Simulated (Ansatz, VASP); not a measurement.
**Sn in VASP and in Ansatz**

Contents of INCAR:

```
SYSTEM = Sn
PREC = Accurate
ENCUT = 520
EDIFF = 1E-6
ISMEAR = 0
SIGMA = 0.15
LREAL = .FALSE.
LASPH = .TRUE.
NELM = 80
ALGO = Fast
ISIF = 2
LWAVE = .FALSE.
LCHARG = .FALSE.
GGA = PE
NBANDS = 21
```

The input KPOINTS:

```
regular mesh
0
G
  18 18 18
  0 0 0
```

POSCAR

```
Sn
1.0
   -3.1671702952      3.1671702952      1.3782366739
    3.1671702952     -3.1671702952      1.3782366739
    3.1671702952      3.1671702952     -1.3782366739
Sn
2
Direct
    0.7500000000      0.2500000000      0.5000000000
    0.0000000000      0.0000000000      0.0000000000
```

Input for Ansatz:

```yaml
crystal:
  lattice:
    - [-3.1671702952, 3.1671702952, 1.3782366739]
    - [3.1671702952, -3.1671702952, 1.3782366739]
    - [3.1671702952, 3.1671702952, -1.3782366739]
  atoms:
    - { symbol: Sn, position: [0.75, 0.25, 0.5] }
    - { symbol: Sn, position: [0.0, 0.0, 0.0] }
basis:
  ecutwfc: 420
kpoints:
  mp_grid: { grid: [18, 18, 18] }
hamiltonian:
  xc: pbe
scf:
  occupations: { method: gaussian, width: 0.15 }
output:
  forces: true
  stress: true
  eigenvalues: true
  write_density: true
  write_potential: true
  elf: true
  volumetric_format: npy
```

Alike in both runs: task single point; functional PBE; k mesh 18 × 18 × 18; occupations gaussian, width 0.15 eV; no spin polarisation.

|  | VASP | Ansatz |
| --- | --- | --- |
| version | VASP 6.6.1 | Ansatz 0.2.0 |
| potentials or method | VASP PAW PBE potentials, release 64 (Sn_d), cutoff 520 eV | scalar-relativistic, plane waves, PAW |
| valence electrons in the cell | 28 | 28 |

VASP gave:

```
gap on the k mesh at the Fermi level (eV)                     : none
pressure (GPa)                                                : 6.0
traceless stress, the component that is largest in VASP (GPa) : 15.15
```

Problem. What did Ansatz give for the same quantities?

Solution. gap on the k mesh at the Fermi level (eV): none; pressure (GPa): 6.1; traceless stress, the component that is largest in VASP (GPa): 15.19.

A gap of «none» marks a metal or a gap that the smearing closes.
